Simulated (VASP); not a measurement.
# NaI (rocksalt type) in VASP: further runs

NaI (rocksalt type) is run at these levels: PBE; tasks: electric field gradients.

All numbers are computed with VASP 6.6.1; they aren't measurements. Logs are shortened: lines on timing, memory, paths and dates and some standing lists are left out, and cuts for length are marked.

### Step 1. The cell of the first run

It takes space group Imm2 (No. 44, orthorhombic). The conventional cell has a = 4.616 Å, b = 6.528 Å, c = 4.616 Å, α = 90.00°, β = 90.00°, γ = 90.00°. Na (site symmetry mm2) has 6 I at 3.21 to 3.32 Å within 4.2 Å. Within 4.2 Å of I (site symmetry mm2) lie 6 Na at 3.21 to 3.32 Å.

### Step 2. Electric field gradients, PBE (atom 2 (I) moved by [0.056569, 0.056569, 0.0] A)

Input file INCAR:

```
SYSTEM = NaI
PREC     = Accurate       ! precision mode
ENCUT    = 520            ! plane-wave cutoff, eV
EDIFF    = 1E-8           ! SCF threshold, eV
ISMEAR   = -1             ! smearing method
SIGMA    = 0.08           ! smearing width, eV
LREAL    = .False.        ! projectors in reciprocal space
LASPH    = .True.         ! aspherical terms in the spheres
NELM     = 100            ! most SCF steps
ALGO     = Normal         ! electronic algorithm
ISIF     = 2              ! what is computed and relaxed
LWAVE    = .False.        ! write WAVECAR
LCHARG   = .False.        ! write CHGCAR
GGA      = PE             ! functional
LEFG     = .True.       
NBANDS   = 14             ! bands
```

Input file KPOINTS:

```
Automatic mesh
0
Gamma
  11 11 11
  0 0 0
```

Input file POSCAR:

```
NaI
1.0
    0.0000000000      3.2642389549      3.2642389549
    3.2642389549      0.0000000000      3.2642389549
    3.2642389549      3.2642389549      0.0000000000
Na I
1 1
Direct
    0.0000000000      0.0000000000      0.0000000000
    0.5000000000      0.5000000000      0.5173299200
```

Potentials or basis: VASP PAW PBE potentials, release 64 (Na_pv, I).

Run with:

```
> cat potpaw_PBE.64/Na_pv/POTCAR potpaw_PBE.64/I/POTCAR > POTCAR
> mpirun -np 1 vasp_std > vasp.out
```

OUTCAR:

```text
SYSTEM = NaI
   PREC = Accurate
   ENCUT = 520
   EDIFF = 1E-8
   ISMEAR = -1
   LREAL = .False.
   LASPH = .True.
   NELM = 100
   ISIF = 2
   GGA = PE

 ion  position               nearest neighbor table
   1  0.000  0.000  0.000-
   2  0.500  0.500  0.517-

  LATTYP: Found a face centered cubic cell.
 ALAT       =     6.5284779098

  Lattice vectors:

 A1 = (   0.0000000000,   3.2642389549,   3.2642389549)
 A2 = (   3.2642389549,   0.0000000000,   3.2642389549)
 A3 = (   3.2642389549,   3.2642389549,   0.0000000000)

Analysis of symmetry for initial positions (statically):
=====================================================================
 Subroutine PRICEL returns:
 Original cell was already a primitive cell.

 Routine SETGRP: Setting up the symmetry group for a
 face centered cubic supercell.

 Subroutine GETGRP returns: Found  4 space group operations
 (whereof  4 operations were pure point group operations)
 out of a pool of 48 trial point group operations.

The static configuration has the point symmetry C_2v.

Analysis of symmetry for dynamics (positions and initial velocities):
=====================================================================
 Subroutine PRICEL returns:
 Original cell was already a primitive cell.

 Routine SETGRP: Setting up the symmetry group for a
 face centered cubic supercell.

 Subroutine GETGRP returns: Found  4 space group operations
 (whereof  4 operations were pure point group operations)
 out of a pool of 48 trial point group operations.

The dynamic configuration has the point symmetry C_2v.

 Subroutine INISYM returns: Found  4 space group operations
 (whereof  4 operations are pure point group operations),
 and found     1 'primitive' translations

----------------------------------------------------------------------------------------

                                     Primitive cell

  volume of cell :      69.5626

  direct lattice vectors                    reciprocal lattice vectors
     0.000000000  3.264238955  3.264238955    -0.153175061  0.153175061  0.153175061
     3.264238955  0.000000000  3.264238955     0.153175061 -0.153175061  0.153175061
     3.264238955  3.264238955  0.000000000     0.153175061  0.153175061 -0.153175061

  length of vectors
     4.616331001  4.616331001  4.616331001     0.265306988  0.265306988  0.265306988

  position of ions in fractional coordinates (direct lattice)
     0.000000000  0.000000000  0.000000000
     0.500000000  0.500000000  0.517329920

  ion indices of the primitive-cell ions
   primitive index   ion index
                 1           1
                 2           2

----------------------------------------------------------------------------------------

 KPOINTS: Automatic mesh

Automatic generation of k-mesh.
 Grid dimensions read from file:
 generate k-points for:   11   11   11

 Generating k-lattice:

  Cartesian coordinates                     Fractional coordinates (reciprocal lattice)
    -0.013925006  0.013925006  0.013925006     0.090909091  0.000000000  0.000000000
     0.013925006 -0.013925006  0.013925006     0.000000000  0.090909091  0.000000000
     0.013925006  0.013925006 -0.013925006     0.000000000  0.000000000  0.090909091

  Length of vectors
     0.024118817  0.024118817  0.024118817

  Shift w.r.t. Gamma in fractional coordinates (k-lattice)
     0.000000000  0.000000000  0.000000000

 Subroutine IBZKPT returns following result:
 ===========================================

 Found    216 irreducible k-points:

 Following reciprocal coordinates:
            Coordinates               Weight
  0.000000  0.000000  0.000000      1.000000
  0.090909  0.000000  0.000000      4.000000
  0.000000  0.000000  0.090909      4.000000
  0.181818  0.000000  0.000000      4.000000
  0.000000  0.000000  0.181818      4.000000
  0.272727  0.000000  0.000000      4.000000
[... 16 lines left out ...]
  0.000000  0.363636  0.090909      8.000000
  0.090909  0.000000  0.363636      8.000000
 [... further k-points ...]
   k-points           NKPTS =    216   k-points in BZ     NKDIM =    216   number of bands    NBANDS=     14
   number of dos      NEDOS =    301   number of ions     NIONS =      2
   total plane-waves  NPLWV =  46656
   dimension x,y,z NGX =    36 NGY =   36 NGZ =   36
   dimension x,y,z NGXF=    72 NGYF=   72 NGZF=   72
   ions per type =               1   1
   NGX,Y,Z   is equivalent  to a cutoff of  12.96, 12.96, 12.96 a.u.
   NGXF,Y,Z  is equivalent  to a cutoff of  25.93, 25.93, 25.93 a.u.
 SYSTEM =  NaI
   PREC   = accura    normal or accurate (medium, high low for compatibility)
   ISTART =      0    job   : 0-new  1-cont  2-samecut
   ICHARG =      2    charge: 1-file 2-atom 10-const
   ISPIN  =      1    spin polarized calculation?
   LNONCOLLINEAR =      F non collinear calculations
   LSORBIT =      F    spin-orbit coupling
   LASPH  =      T    aspherical Exc in radial PAW
   ENCUT  =  520.0 eV  38.22 Ry    6.18 a.u.   8.58  8.58  8.58*2*pi/ulx,y,z
   NELM   =    100;   NELMIN=  2; NELMDL= -5     # of ELM steps
   EDIFF  = 0.1E-07   stopping-criterion for ELM
   LREAL  =      F    real-space projection
   EDIFFG = 0.1E-06   stopping-criterion for IOM
   NSW    =      0    number of steps for IOM
   IBRION =     -1    ionic relax: 0-MD 1-quasi-New 2-CG
   NFREE  =      0    steps in history (QN), initial steepest desc. (CG)
   ISIF   =      2    stress and relaxation
   ISYM   =      2    0-nonsym 1-usesym 2-fastsym
   POTIM  = 0.5000    time-step for ionic-motion
   TEBEG  =    0.0;   TEEND  =   0.0 temperature during run
   PSTRESS=    0.0 pullay stress
   NELECT =      14.0000    total number of electrons
   NUPDOWN=      -1.0000    fix difference up-down
   EMIN   =  10.00;   EMAX   =-10.00  energy-range for DOS
   EFERMI =   0.00;   METHOD = LEGACY
   ISMEAR =    -1;   SIGMA  =   0.08  broadening in eV -4-tet -1-fermi 0-gaus
   EFERMI_NEDOS =   21; number of points for ismear=-14 and -15
   IALGO  =     38    algorithm
   IMIX   =      4    mixing-type and parameters
     AMIX     =   0.40;   BMIX     =  1.00
     AMIX_MAG =   1.60;   BMIX_MAG =  1.00
  volume/ion in A,a.u.               =      34.78       234.72
  Fermi-wavevector in a.u.,A,eV,Ry     =   0.959383  1.812972 12.523029  0.920417
  Thomas-Fermi vector in A             =   2.088575
   LORBIT       =      0    0 simple, 1 ext, 2 COOP (PROOUT), +10 PAW based schemes
   GGA     = PE    functional components
   LHFCALC =     F    Hartree Fock is set to
   AEXX    =    0.0000 exact exchange contribution
   IVDW    =     0    specifies the selected vdW correction
   LEPSILON=     F    determine dielectric tensor
   LRPA    =     F    only Hartree local field effects (RPA)
 non-spin polarized calculation
  energy-cutoff  :      520.00
  volume of cell :       69.56
 maximum number of plane-waves:      1893
   NGX = 17   NGY = 17   NGZ = 17

 number of electron      13.9999993 magnetization

 Free energy of the ion-electron system (eV)
  ---------------------------------------------------
  ext. energy  EPLUGINS =         0.00000000
  ---------------------------------------------------
  free energy    TOTEN  =        -5.38508957 eV

  energy without entropy =       -5.38508957  energy(sigma->0) =       -5.38508957

 E-fermi :   2.4250     XC(G=0):  -7.6007

 val. band max:        0.6308045490   @ k =   0.0000   0.0000   0.0000
 cond. band min:       4.2060050659   @ k =   0.0000   0.0000   0.0000
 fundamental gap:      3.5752005169
 Fermi energy:         2.4250278042

 k-point     1 :       0.0000    0.0000    0.0000
  band No.  band energies     occupation
      1     -21.8381      2.00000
      2     -21.8379      2.00000
      3     -21.8378      2.00000
      4     -10.3229      2.00000
      5       0.6283      2.00000
      6       0.6307      2.00000
      7       0.6308      2.00000
      8       4.2060      0.00000
      9       8.5586      0.00000
     10       8.5588      0.00000
     11       8.5617      0.00000
     12      10.3383      0.00000
     13      10.3412      0.00000
     14      11.0441      0.00000
[... 375 lines left out ...]
 k-point    24 :       0.0909    0.0000    0.3636
  band No.  band energies     occupation
      1     -21.8414      2.00000
      2     -21.8383      2.00000
      3     -21.8382      2.00000
      4     -10.0983      2.00000
      5      -1.0354      2.00000
      6       0.3458      2.00000
      7       0.3481      2.00000
      8       5.9060      0.00000
      9       7.8707      0.00000
     10       8.3191      0.00000
     11       8.5396      0.00000
     12      10.5282      0.00000
     13      11.2657      0.00000
     14      11.4770      0.00000

 [... further k-points ...]
[... 5 lines left out ...]
  --------------------------------------------------------------------------------------
  -------------------------------------------------------------------------------------
  Total        0.0279477      0.0279477      0.0045446     -0.0041349      0.0000000      0.0000000
  in kB        0.6436957      0.6436957      0.1046716     -0.0952346      0.0000000      0.0000000
  external PRESSURE =       0.4640210 kB  Pullay stress =       0.0000000 kB

 VOLUME and BASIS-vectors are now :
 -----------------------------------------------------------------------------
  energy-cutoff  :      520.00
  volume of cell :       69.56
      direct lattice vectors                 reciprocal lattice vectors
     0.000000000  3.264238955  3.264238955    -0.153175061  0.153175061  0.153175061
     3.264238955  0.000000000  3.264238955     0.153175061 -0.153175061  0.153175061
     3.264238955  3.264238955  0.000000000     0.153175061  0.153175061 -0.153175061

 POSITION                                       TOTAL-FORCE (eV/Angst)
 -----------------------------------------------------------------------------------
      0.00000      0.00000      0.00000         0.043897      0.043897      0.000000
      3.32081      3.32081      3.26424        -0.043897     -0.043897     -0.000000
 -----------------------------------------------------------------------------------
    total drift:                               -0.000027     -0.000027      0.000000

  FREE ENERGIE OF THE ION-ELECTRON SYSTEM (eV)
  ---------------------------------------------------
  free  energy   TOTEN  =        -5.3850895697 eV

  energy  without entropy=       -5.3850895697  energy(sigma->0) =       -5.38508957

 Electric field gradients (V/A^2)
---------------------------------------------------------------------
 ion       V_xx      V_yy      V_zz      V_xy      V_xz      V_yz
---------------------------------------------------------------------
   1      -0.046    -0.046     0.092     0.093     0.003     0.003
   2      -0.174    -0.174     0.349    -0.208    -0.000    -0.000
---------------------------------------------------------------------

 Electric field gradients after diagonalization (V/A^2)
 (convention: |V_zz| > |V_xx| > |V_yy|)
----------------------------------------------------------------------
 ion       V_xx      V_yy      V_zz     asymmetry (V_yy - V_xx)/ V_zz
----------------------------------------------------------------------
   1       0.092     0.046    -0.139       0.333
   2       0.349     0.034    -0.383       0.822
----------------------------------------------------------------------

           NMR quadrupolar parameters

 Cq : quadrupolar parameter    Cq=e*Q*V_zz/h
 eta: asymmetry parameters     (V_yy - V_xx)/ V_zz
 Q  : nuclear electric quadrupole moment in mb (millibarn)
----------------------------------------------------------------------
 ion       Cq(MHz)       eta       Q (mb)
----------------------------------------------------------------------
   1      -0.000       0.333       1.000
   2      -0.001       0.822       1.000
----------------------------------------------------------------------
```

Wall time 4.2 min (1 thread of Intel Xeon 8259CL, shared host); peak memory 0.35 GiB.

Results:

- Free energy: -5.3851 eV
- Pressure: 0.0 GPa
- Largest force: 0.062 eV/Å
- Band gap on the k mesh: 3.58 eV
- Largest electric field gradient by atom: Na -0.1; I -0.4 V/Å²

Forces in eV/Å, atoms in the order of the input:
```
Na   0.044  0.044  0.000
I   -0.044 -0.044  0.000
```

Electric field gradients, principal values (V/Å²):
| atom | least | middle | greatest (by size) |
| --- | --- | --- | --- |
| 1 Na | 0.046 | 0.092 | -0.139 |
| 2 I | 0.034 | 0.349 | -0.383 |

Caveat: the cell differs from its parent crystal (atom 2 (I) moved by [0.056569, 0.056569, 0.0] A); without QUAD_EFG the Cq values of the log hold for a quadrupole moment of 1 mb, not for the nuclei; spin-orbit coupling is left out, which moves the levels of the heavy elements. A k mesh can miss the band edges.

(Part 1 of 2 ends here.)
